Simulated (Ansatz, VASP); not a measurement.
# One calculation of Ga, two programs

```
Ga
1.0
     2.29968   -3.86527    0.00000
     2.29968    3.86527    0.00000
     0.00000    0.00000    4.57968
Ga
4
Direct
  0.65645 0.34355 0.41666
  0.84355 0.15645 0.91666
  0.34355 0.65645 0.58334
  0.15645 0.84355 0.08334
```

Alike in both runs: functional PBE; k mesh 12 × 12 × 10; occupations fermi-dirac, width 0.15 eV; no spin polarisation.

Ansatz relaxed the structure, and its values are those at the end. VASP's run is a single point on that final structure, the one shown.

|  | VASP | Ansatz |
| --- | --- | --- |
| version | VASP 6.6.1 | Ansatz 0.2.0 |
| potentials or method | VASP PAW PBE potentials, release 64 (Ga_d), cutoff 520 eV | scalar-relativistic, plane waves, PAW |
| valence electrons in the cell | 52 | 52 |

```csv
,VASP,Ansatz,Ansatz less VASP
gap on the k mesh at the Fermi level (eV),none,none,-
pressure (GPa),0.1,0.0,-0.10
```

A gap of «none» marks a metal or a gap that the smearing closes.
